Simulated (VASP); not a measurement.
A run of VASP 6.6.1 is set up as follows.

INCAR

```
SYSTEM = Bi
ALGO = Fast
EDIFF = 1E-8
ENCUT = 600
GGA = PS
IBRION = 6
ISIF = 3
ISMEAR = -1
LASPH = .TRUE.
LCHARG = .FALSE.
LREAL = .FALSE.
LWAVE = .FALSE.
NBANDS = 14
NELM = 100
NFREE = 2
NSW = 1
POTIM = 0.015
PREC = Accurate
SIGMA = 0.05
```

The input KPOINTS:

```
k-points
0
G
  7 7 7
  0 0 0
```

The input POSCAR:

```
Bi
1.0
   -1.9814305318      1.9814305318      1.9814305318
    1.9814305318     -1.9814305318      1.9814305318
    1.9814305318      1.9814305318     -1.9814305318
Bi
1
Direct
    0.0000000000      0.0000000000      0.0000000000
```

Potentials or basis: VASP PAW PBE potentials, release 64 (Bi_d).

Command:

```console
$ cat potpaw_PBE.64/Bi_d/POTCAR > POTCAR
$ mpirun -np 1 vasp_std > vasp.out
```

Q: What does it give for the elastic constants C11, C12, C44?

A: 60, 54, -4 GPa.

Q: What does it give for the Voigt bulk modulus?

A: 56 GPa.

Elastic tensor in Voigt notation (GPa, in the Cartesian axes of the cell as first typed):
```
60 54 54  0  0  0
54 60 54  0  0  0
54 54 60  0  0  0
 0  0  0 -4  0  0
 0  0  0  0 -4  0
 0  0  0  0  0 -4
```

Caveat: the cell is under stress, which shifts elastic constants; the elastic tensor has a negative eigenvalue, so either the cell is unstable as it stands or the mesh is too thin; the PAW data sets were made with another functional, which shifts forces and pressure a little.
